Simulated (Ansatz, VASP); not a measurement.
**One calculation of ZnS, two programs**

```
CELL_PARAMETERS angstrom
0.00000 2.64821 2.64821
2.64821 0.00000 2.64821
2.64821 2.64821 0.00000
ATOMIC_POSITIONS crystal
Zn 0.00000 0.00000 0.00000
S 0.75000 0.75000 0.75000
```

Alike in both runs: functional LDA; k mesh 8 × 8 × 8; occupations gaussian, width 0.02 eV; no spin polarisation.

Ansatz relaxed the structure, and its values are those at the end. VASP's run is a single point on that final structure, the one shown.

|  | VASP | Ansatz |
| --- | --- | --- |
| version | VASP 6.6.1 | Ansatz 0.2.0 |
| potentials or method | VASP PAW LDA potentials, release 64 (Zn, S), cutoff 520 eV | scalar-relativistic, plane waves, PAW |
| valence electrons in the cell | 18 | 18 |

Ansatz gave:

```
gap on the k mesh at the Fermi level (eV) : 2.12
least direct gap on the mesh (eV)         : 2.12
pressure (GPa)                            : 0.0
```

**Question.** Estimate VASP's values.

**Answer.** gap on the k mesh at the Fermi level (eV): 2.16; least direct gap on the mesh (eV): 2.16; pressure (GPa): 0.3.

Ansatz warns that its potentials were made for another functional, while VASP's fit it. LDA's correlation is that of Perdew and Zunger in VASP and of Perdew and Wang (1992) in Ansatz.
